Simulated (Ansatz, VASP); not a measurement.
## Ba in VASP and in Ansatz

```
Ba
1.0
     4.32406    0.00000    0.00000
    -2.16203    3.74474    0.00000
     0.00000    0.00000    7.12971
Ba
2
Direct
  0.33333 0.66667 0.25000
  0.66667 0.33333 0.75000
```

Alike in both runs: task relaxation of cell and atoms; functional PBEsol; k mesh 12 × 12 × 6; occupations gaussian, width 0.1 eV; no spin polarisation.

```csv
,VASP,Ansatz
version,VASP 6.6.1,Ansatz 0.2.0
potentials or method,"VASP PAW PBE potentials, release 64 (Ba_sv), cutoff 600 eV","scalar-relativistic, plane waves, PAW"
valence electrons in the cell,20,20
```

|  | VASP | Ansatz | Ansatz less VASP |
| --- | --- | --- | --- |
| gap on the k mesh at the Fermi level, each at its own relaxed structure (eV) | none | none | - |
| relaxed volume (Å³/atom) | 58.49 | 57.77 | -0.717 |
| relaxed cell length with the largest relative difference (Å) | 4.356 | 4.329 | -0.0262 |

VASP's potentials were made for PBE, not for PBEsol. A gap of «none» marks a metal or a gap that the smearing closes.

Spin-orbit coupling is off throughout.
